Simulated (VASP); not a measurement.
A run of VASP 6.6.1:

The input INCAR:

```
SYSTEM = CsCl
ALGO = Normal
EDIFF = 1E-8
ENCUT = 500
GGA = PE
GGA_COMPAT = .FALSE.
IBRION = 6
ISIF = 3
ISMEAR = 0
LASPH = .TRUE.
LCHARG = .FALSE.
LREAL = .FALSE.
LWAVE = .FALSE.
NELM = 120
NFREE = 2
NSW = 1
POTIM = 0.015
PREC = Accurate
SIGMA = 0.01
```

KPOINTS

```
k-points
0
G
  6 6 6
  0 0 0
```

POSCAR

```
CsCl
1.0
    4.2193000000      0.0000000000      0.0000000000
    0.0000000000      4.2193000000      0.0000000000
    0.0000000000      0.0000000000      4.2193000000
Cs Cl
1 1
Direct
    0.0000000000      0.0000000000      0.0000000000
    0.5000000000      0.5000000000      0.5000000000
```

Potentials or basis: VASP PAW PBE potentials, release 64 (Cs_sv, Cl).

Command:

```console
$ cat potpaw_PBE.64/Cs_sv/POTCAR potpaw_PBE.64/Cl/POTCAR > POTCAR
$ mpirun -np 1 vasp_std > vasp.out
```

Hardware: 1 thread of Intel(R) Xeon(R) Platinum 8259CL CPU @ 2.50GHz (Skylake/Cascade Lake), with other jobs on the host.

Task: Estimate the wall time of this run.

Result: It took 4 min on 1 thread of Intel(R) Xeon(R) Platinum 8259CL CPU @ 2.50GHz (Skylake/Cascade Lake) (shared host), peak memory 0.27 GiB. Counts: scf iterations 188, k points 20.
